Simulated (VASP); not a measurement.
# KNbC (P4/mmm) in VASP: single point with PBE

Aim: the single point of KNbC with PBE.

All numbers are computed with VASP 6.6.1; they aren't measurements. Logs are shortened: lines on timing, memory, paths and dates and some standing lists are left out, and cuts for length are marked.

## 1. The cell of the first run

The structure is tetragonal, space group P4/mmm (No. 123). Conventional cell: a = 4.285 Å, b = 4.285 Å, c = 4.248 Å, α = 90.00°, β = 90.00°, γ = 90.00°. Within 2.8 Å of K (site symmetry 4/mmm) lie 2 C at 2.12 Å. Nb (site symmetry 4/mmm) has 4 K at 3.03 Å and 8 C at 3.70 Å within 4.0 Å. Within 2.8 Å of C (site symmetry 4/mmm) lie 2 K at 2.12 Å.

The cell was built from a structure type or drawn by symmetry, and may not be a known phase.

## 2. Single point, PBE

INCAR reads:

```
  PREC = Accurate
  ENCUT = 520
  EDIFF = 1E-6
  ISMEAR = 0
  SIGMA = 0.1
  LREAL = F
  LASPH = T
  NELM = 80
  ALGO = Normal
  ISIF = 2
  LWAVE = F
  LCHARG = T
  GGA = PE
  LELF = T
  LVHAR = T
  NBANDS = 20
```

KPOINTS reads:

```
Automatic mesh
0
Gamma
  4 4 4
```

POSCAR reads:

```
KNbC
1.0
    4.2852484600      0.0000000000      0.0000000000
    0.0000000000      4.2852484600      0.0000000000
    0.0000000000      0.0000000000      4.2481391100
K Nb C
1 1 1
Direct
    0.5000000000      0.5000000000      0.0000000000
    0.0000000000      0.0000000000      0.0000000000
    0.5000000000      0.5000000000      0.5000000000
```

Potentials or basis: VASP PAW PBE potentials, release 64 (K_sv, Nb_sv, C).

Started as:

```
cat potpaw_PBE.64/K_sv/POTCAR potpaw_PBE.64/Nb_sv/POTCAR potpaw_PBE.64/C/POTCAR > POTCAR
mpirun -np 1 vasp_std > vasp.out
```

OUTCAR:

```text
PREC = Accurate
   ENCUT = 520
   EDIFF = 1E-6
   ISMEAR = 0
   LREAL = F
   LASPH = T
   NELM = 80
   ISIF = 2
   GGA = PE

 ion  position               nearest neighbor table
   1  0.500  0.500  0.000-   3 2.12   3 2.12   2 3.03   2 3.03   2 3.03   2 3.03
   2  0.000  0.000  0.000-   1 3.03   1 3.03   1 3.03   1 3.03
   3  0.500  0.500  0.500-   1 2.12   1 2.12

  LATTYP: Found a simple tetragonal cell.
 ALAT       =     4.2852484600
 C/A-ratio  =     0.9913402104

  Lattice vectors:

 A1 = (   4.2852484600,   0.0000000000,   0.0000000000)
 A2 = (   0.0000000000,   4.2852484600,   0.0000000000)
 A3 = (   0.0000000000,   0.0000000000,   4.2481391100)

Analysis of symmetry for initial positions (statically):
=====================================================================
 Subroutine PRICEL returns:
 Original cell was already a primitive cell.

 Routine SETGRP: Setting up the symmetry group for a
 simple tetragonal supercell.

 Subroutine GETGRP returns: Found 16 space group operations
 (whereof 16 operations were pure point group operations)
 out of a pool of 16 trial point group operations.

The static configuration has the point symmetry D_4h.

Analysis of symmetry for dynamics (positions and initial velocities):
=====================================================================
 Subroutine PRICEL returns:
 Original cell was already a primitive cell.

 Routine SETGRP: Setting up the symmetry group for a
 simple tetragonal supercell.

 Subroutine GETGRP returns: Found 16 space group operations
 (whereof 16 operations were pure point group operations)
 out of a pool of 16 trial point group operations.

The dynamic configuration has the point symmetry D_4h.

 Subroutine INISYM returns: Found 16 space group operations
 (whereof 16 operations are pure point group operations),
 and found     1 'primitive' translations

----------------------------------------------------------------------------------------

                                     Primitive cell

  volume of cell :      78.0101

  direct lattice vectors                    reciprocal lattice vectors
     4.285248460  0.000000000  0.000000000     0.233358698  0.000000000  0.000000000
     0.000000000  4.285248460  0.000000000     0.000000000  0.233358698  0.000000000
     0.000000000  0.000000000  4.248139110     0.000000000  0.000000000  0.235397188

  length of vectors
     4.285248460  4.285248460  4.248139110     0.233358698  0.233358698  0.235397188

  position of ions in fractional coordinates (direct lattice)
     0.500000000  0.500000000  0.000000000
     0.000000000  0.000000000  0.000000000
     0.500000000  0.500000000  0.500000000

  ion indices of the primitive-cell ions
   primitive index   ion index
                 1           1
                 2           2
                 3           3

----------------------------------------------------------------------------------------

 KPOINTS: Automatic mesh

Automatic generation of k-mesh.
 Grid dimensions read from file:
 generate k-points for:    4    4    4

 Generating k-lattice:

  Cartesian coordinates                     Fractional coordinates (reciprocal lattice)
     0.058339674  0.000000000  0.000000000     0.250000000  0.000000000  0.000000000
     0.000000000  0.058339674  0.000000000     0.000000000  0.250000000  0.000000000
     0.000000000  0.000000000  0.058849297     0.000000000  0.000000000  0.250000000

  Length of vectors
     0.058339674  0.058339674  0.058849297

  Shift w.r.t. Gamma in fractional coordinates (k-lattice)
     0.000000000  0.000000000  0.000000000

 Subroutine IBZKPT returns following result:
 ===========================================

 Found     18 irreducible k-points:

 Following reciprocal coordinates:
            Coordinates               Weight
  0.000000  0.000000  0.000000      1.000000
  0.250000  0.000000  0.000000      4.000000
  0.500000  0.000000  0.000000      2.000000
  0.250000  0.250000  0.000000      4.000000
  0.500000  0.250000  0.000000      4.000000
  0.500000  0.500000  0.000000      1.000000
[... 10 lines left out ...]
  0.500000  0.250000  0.500000      4.000000
  0.500000  0.500000  0.500000      1.000000
   k-points           NKPTS =     18   k-points in BZ     NKDIM =     18   number of bands    NBANDS=     20
   number of dos      NEDOS =    301   number of ions     NIONS =      3
   total plane-waves  NPLWV =  32768
   dimension x,y,z NGX =    32 NGY =   32 NGZ =   32
   dimension x,y,z NGXF=    64 NGYF=   64 NGZF=   64
   ions per type =               1   1   1
   NGX,Y,Z   is equivalent  to a cutoff of  12.41, 12.41, 12.52 a.u.
   NGXF,Y,Z  is equivalent  to a cutoff of  24.83, 24.83, 25.05 a.u.
 SYSTEM =  unknown system
   PREC   = accura    normal or accurate (medium, high low for compatibility)
   ISTART =      0    job   : 0-new  1-cont  2-samecut
   ICHARG =      2    charge: 1-file 2-atom 10-const
   ISPIN  =      1    spin polarized calculation?
   LNONCOLLINEAR =      F non collinear calculations
   LSORBIT =      F    spin-orbit coupling
   LASPH  =      T    aspherical Exc in radial PAW
   ENCUT  =  520.0 eV  38.22 Ry    6.18 a.u.   7.97  7.97  7.90*2*pi/ulx,y,z
   NELM   =     80;   NELMIN=  2; NELMDL= -5     # of ELM steps
   EDIFF  = 0.1E-05   stopping-criterion for ELM
   LREAL  =      F    real-space projection
   EDIFFG = 0.1E-04   stopping-criterion for IOM
   NSW    =      0    number of steps for IOM
   IBRION =     -1    ionic relax: 0-MD 1-quasi-New 2-CG
   NFREE  =      0    steps in history (QN), initial steepest desc. (CG)
   ISIF   =      2    stress and relaxation
   ISYM   =      2    0-nonsym 1-usesym 2-fastsym
   POTIM  = 0.5000    time-step for ionic-motion
   TEBEG  =    0.0;   TEEND  =   0.0 temperature during run
   PSTRESS=    0.0 pullay stress
   NELECT =      26.0000    total number of electrons
   NUPDOWN=      -1.0000    fix difference up-down
   EMIN   =  10.00;   EMAX   =-10.00  energy-range for DOS
   EFERMI =   0.00;   METHOD = LEGACY
   ISMEAR =     0;   SIGMA  =   0.10  broadening in eV -4-tet -1-fermi 0-gaus
   EFERMI_NEDOS =   21; number of points for ismear=-14 and -15
   IALGO  =     38    algorithm
   IMIX   =      4    mixing-type and parameters
     AMIX     =   0.40;   BMIX     =  1.00
     AMIX_MAG =   1.60;   BMIX_MAG =  1.00
  volume/ion in A,a.u.               =      26.00       175.48
  Fermi-wavevector in a.u.,A,eV,Ry     =   1.135052  2.144937 17.528966  1.288343
  Thomas-Fermi vector in A             =   2.271756
   LORBIT       =      0    0 simple, 1 ext, 2 COOP (PROOUT), +10 PAW based schemes
   GGA     = PE    functional components
   LHFCALC =     F    Hartree Fock is set to
   AEXX    =    0.0000 exact exchange contribution
   IVDW    =     0    specifies the selected vdW correction
   LEPSILON=     F    determine dielectric tensor
   LRPA    =     F    only Hartree local field effects (RPA)
 non-spin polarized calculation
 Gauss-broadening in eV      SIGMA  =   0.10
  energy-cutoff  :      520.00
  volume of cell :       78.01
 maximum number of plane-waves:      2144
 NGX is ok and might be reduce to    32
   NGX = 15   NGY = 15   NGZ = 15

 number of electron      25.9999999 magnetization

 Free energy of the ion-electron system (eV)
  ---------------------------------------------------
  ext. energy  EPLUGINS =         0.00000000
  ---------------------------------------------------
  free energy    TOTEN  =        -7.05347232 eV

  energy without entropy =       -7.00843724  energy(sigma->0) =       -7.03095478

 E-fermi :   2.4888     XC(G=0):  -8.8825

 val. band max:        2.4633710822   @ k =   0.2500   0.0000   0.2500
 cond. band min:       2.4900594468   @ k =   0.5000   0.5000   0.2500
 fundamental gap:      0.0266883646
 Fermi energy:         2.4887555305

 k-point     1 :       0.0000    0.0000    0.0000
  band No.  band energies     occupation
      1     -53.2220      2.00000
      2     -29.3857      2.00000
      3     -29.2061      2.00000
      4     -29.2061      2.00000
      5     -27.3709      2.00000
      6     -11.6662      2.00000
[... 12 lines left out ...]
     19       9.1935      0.00000
     20       9.5240      0.00000

 k-point     2 :       0.2500    0.0000    0.0000
  band No.  band energies     occupation
      1     -53.2218      2.00000
      2     -29.3852      2.00000
      3     -29.2242      2.00000
      4     -29.2050      2.00000
      5     -27.3511      2.00000
      6     -11.6632      2.00000
[... 12 lines left out ...]
     19       7.1914      0.00000
     20       8.0856      0.00000

 k-point     3 :       0.5000    0.0000    0.0000
  band No.  band energies     occupation
      1     -53.2216      2.00000
      2     -29.3848      2.00000
      3     -29.2420      2.00000
      4     -29.2038      2.00000
      5     -27.3317      2.00000
      6     -11.6602      2.00000
[... 12 lines left out ...]
     19       5.1853      0.00000
     20       7.2940      0.00000

 k-point     4 :       0.2500    0.2500    0.0000
  band No.  band energies     occupation
      1     -53.2216      2.00000
      2     -29.3848      2.00000
      3     -29.2231      2.00000
      4     -29.2120      2.00000
      5     -27.3485      2.00000
      6     -11.6581      2.00000
[... 12 lines left out ...]
     19       6.2343      0.00000
     20       7.4988      0.00000

 k-point     5 :       0.5000    0.2500    0.0000
  band No.  band energies     occupation
      1     -53.2214      2.00000
      2     -29.3844      2.00000
      3     -29.2301      2.00000
      4     -29.2109      2.00000
      5     -27.3459      2.00000
      6     -11.6531      2.00000
[... 12 lines left out ...]
     19       5.5561      0.00000
     20       7.3896      0.00000

 k-point     6 :       0.5000    0.5000    0.0000
  band No.  band energies     occupation
      1     -53.2212      2.00000
      2     -29.3840      2.00000
      3     -29.2180      2.00000
      4     -29.2180      2.00000
      5     -27.3603      2.00000
      6     -11.6460      2.00000
[... 12 lines left out ...]
     19       6.9992      0.00000
     20       6.9992      0.00000

 k-point     7 :       0.0000    0.0000    0.2500
  band No.  band energies     occupation
      1     -53.2218      2.00000
      2     -29.3913      2.00000
      3     -29.2056      2.00000
      4     -29.2056      2.00000
      5     -27.3646      2.00000
      6     -12.0242      2.00000
[... 12 lines left out ...]
     19       7.1300      0.00000
     20       9.3183      0.00000
[... 139 lines left out ...]
 k-point    14 :       0.2500    0.0000    0.5000
  band No.  band energies     occupation
      1     -53.2215      2.00000
      2     -29.3964      2.00000
      3     -29.2231      2.00000
      4     -29.2041      2.00000
      5     -27.3388      2.00000
      6     -12.3101      2.00000
[... 12 lines left out ...]
     19       5.9070      0.00000
     20       7.6618      0.00000

 k-point    15 :       0.5000    0.0000    0.5000
  band No.  band energies     occupation
      1     -53.2213      2.00000
      2     -29.3959      2.00000
      3     -29.2407      2.00000
      4     -29.2030      2.00000
      5     -27.3197      2.00000
      6     -12.3007      2.00000
[... 12 lines left out ...]
     19       4.7253      0.00000
     20       6.9651      0.00000

 k-point    16 :       0.2500    0.2500    0.5000
  band No.  band energies     occupation
      1     -53.2213      2.00000
      2     -29.3959      2.00000
      3     -29.2220      2.00000
      4     -29.2111      2.00000
      5     -27.3363      2.00000
      6     -12.2984      2.00000
[... 12 lines left out ...]
     19       6.0817      0.00000
     20       7.1366      0.00000

 k-point    17 :       0.5000    0.2500    0.5000
  band No.  band energies     occupation
      1     -53.2211      2.00000
      2     -29.3955      2.00000
      3     -29.2289      2.00000
      4     -29.2100      2.00000
      5     -27.3338      2.00000
      6     -12.2867      2.00000
[... 12 lines left out ...]
     19       5.4871      0.00000
     20       6.3529      0.00000

 k-point    18 :       0.5000    0.5000    0.5000
  band No.  band energies     occupation
      1     -53.2209      2.00000
      2     -29.3950      2.00000
      3     -29.2171      2.00000
      4     -29.2171      2.00000
      5     -27.3480      2.00000
      6     -12.2726      2.00000
[... 12 lines left out ...]
     19       5.5687      0.00000
     20       6.4251      0.00000

------------------------ aborting loop because EDIFF is reached ----------------------------------------

  FORCE on cell =-STRESS in cart. coord.  units (eV):
  Direction    XX          YY          ZZ          XY          YZ          ZX
  --------------------------------------------------------------------------------------
  -------------------------------------------------------------------------------------
  Total       -0.9739041     -0.9739041      2.3569603      0.0000000      0.0000000      0.0000000
  in kB      -20.0021194    -20.0021194     48.4074395      0.0000000      0.0000000      0.0000000
  external PRESSURE =       2.8010669 kB  Pullay stress =       0.0000000 kB

 VOLUME and BASIS-vectors are now :
 -----------------------------------------------------------------------------
  energy-cutoff  :      520.00
  volume of cell :       78.01
      direct lattice vectors                 reciprocal lattice vectors
     4.285248460  0.000000000  0.000000000     0.233358698  0.000000000  0.000000000
     0.000000000  4.285248460  0.000000000     0.000000000  0.233358698  0.000000000
     0.000000000  0.000000000  4.248139110     0.000000000  0.000000000  0.235397188

 POSITION                                       TOTAL-FORCE (eV/Angst)
 -----------------------------------------------------------------------------------
      2.14262      2.14262      0.00000         0.000000      0.000000      0.000000
      0.00000      0.00000      0.00000         0.000000      0.000000      0.000000
      2.14262      2.14262      2.12407         0.000000      0.000000      0.000000
 -----------------------------------------------------------------------------------
    total drift:                                0.000000     -0.000000     -0.000000

  FREE ENERGIE OF THE ION-ELECTRON SYSTEM (eV)
  ---------------------------------------------------
  free  energy   TOTEN  =        -7.0534723218 eV

  energy  without entropy=       -7.0084372361  energy(sigma->0) =       -7.03095478
```

Wall time 31 s (1 thread of Intel Xeon 8259CL, shared host); peak memory 0.19 GiB.

What came out:

| Item | Value |
| --- | --- |
| Free energy | -7.0535 eV |
| Pressure | 0.3 GPa |
| Band gap on the k mesh | zero (bands 13 and 14 overlap by 0.89 eV) |

Levels at points of the mesh, in eV from the Fermi level:
```tsv
k point	band 10	band 11	band 12	band 13	band 14	band 15	band 16	band 17
(0.00, 0.00, 0.00)	-1.81	-1.28	-0.57	-0.25	0.26	0.26	0.45	0.45
(0.50, 0.00, 0.00)	-2.09	-0.34	-0.03	0.17	0.57	0.71	1.06	1.33
(0.50, 0.50, 0.00)	-0.75	-0.75	-0.64	-0.28	0.01	0.01	0.51	0.82
(0.00, 0.00, 0.50)	-1.80	-1.11	-1.06	-1.06	-0.73	-0.20	1.07	1.07
(0.50, 0.00, 0.50)	-1.75	-1.02	-0.36	-0.33	-0.19	0.18	0.54	0.81
(0.50, 0.50, 0.50)	-2.10	-2.10	-0.99	-0.18	0.38	0.84	1.27	1.27
```

Caveat: the k points lie up to 0.37 Å⁻¹ apart, too coarse for converged energies and pressures of a metal.
